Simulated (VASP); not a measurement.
A run of VASP 6.6.1:

Contents of INCAR:

```
SYSTEM = Sc2GaN3
ALGO = Normal
EDIFF = 1E-7
ENCUT = 520
GGA = PE
ISIF = 2
ISMEAR = 0
LASPH = .TRUE.
LCHARG = .FALSE.
LREAL = .FALSE.
LWAVE = .FALSE.
NBANDS = 34
NELM = 60
PREC = Accurate
SIGMA = 0.1
```

KPOINTS

```
k-points
0
G
  6 6 6
  0 0 0
```

POSCAR

```
Sc2GaN3
1.0
    2.5126913600      1.4507030300      4.0443318100
   -2.5126913600      1.4507030300      4.0443318100
    0.0000000000     -2.9014060600      4.0443318100
Sc Ga N
2 1 3
Direct
    0.1235570000      0.1235570000      0.1235570000
    0.8764430000      0.8764430000      0.8764430000
    0.5000000000      0.5000000000      0.5000000000
    0.0000000000      0.5000000000      0.5000000000
    0.5000000000      0.5000000000      0.0000000000
    0.5000000000      0.0000000000      0.5000000000
```

Potentials or basis: VASP PAW PBE potentials, release 64 (Sc_sv, Ga_d, N).

Run with:

```sh
$ cat potpaw_PBE.64/Sc_sv/POTCAR potpaw_PBE.64/Ga_d/POTCAR potpaw_PBE.64/N/POTCAR > POTCAR
$ mpirun -np 1 vasp_std > vasp.out
```

Hardware: 1 thread of Intel(R) Xeon(R) 6975P-C (Granite Rapids) (shared host).

How long does it take, and how much memory?

Wall time 110 s on 1 thread of Intel(R) Xeon(R) 6975P-C (Granite Rapids), with other jobs on the host, peak memory 0.28 GiB. Counts: scf iterations 25, k points 32.
